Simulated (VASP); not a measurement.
Here is a VASP 6.6.1 calculation.

INCAR

```
PREC = Accurate
ENCUT = 520
EDIFF = 1E-6
ISMEAR = -1
SIGMA = 0.05
LREAL = F
LASPH = T
NELM = 150
ALGO = Fast
ISIF = 2
LWAVE = F
LCHARG = F
MAGMOM = 0 0 0
LORBIT = 11
LSORBIT = T
GGA_COMPAT = F
LORBMOM = T
GGA = PS
NBANDS = 24
```

The input KPOINTS:

```
regular mesh
0
Gamma
  13 13 13
```

The input POSCAR:

```
Ga
1.0
   -1.3843987196      1.3843987196      2.3112238365
    1.3843987196     -1.3843987196      2.3112238365
    1.3843987196      1.3843987196     -2.3112238365
Ga
1
Direct
    0.0000000000      0.0000000000      0.0000000000
```

Potentials or basis: VASP PAW PBE potentials, release 64 (Ga_d).

The run is started by

```sh
$ cat potpaw_PBE.64/Ga_d/POTCAR > POTCAR
$ mpirun -np 1 vasp_ncl > vasp.out
```

(1) Predict the pressure.

(2) Estimate the net moment.

## Answers

(1) -0.1 GPa.

(2) 0.00 μB per cell.

Caveat: the PAW data sets were made with another functional, which shifts forces and pressure a little.
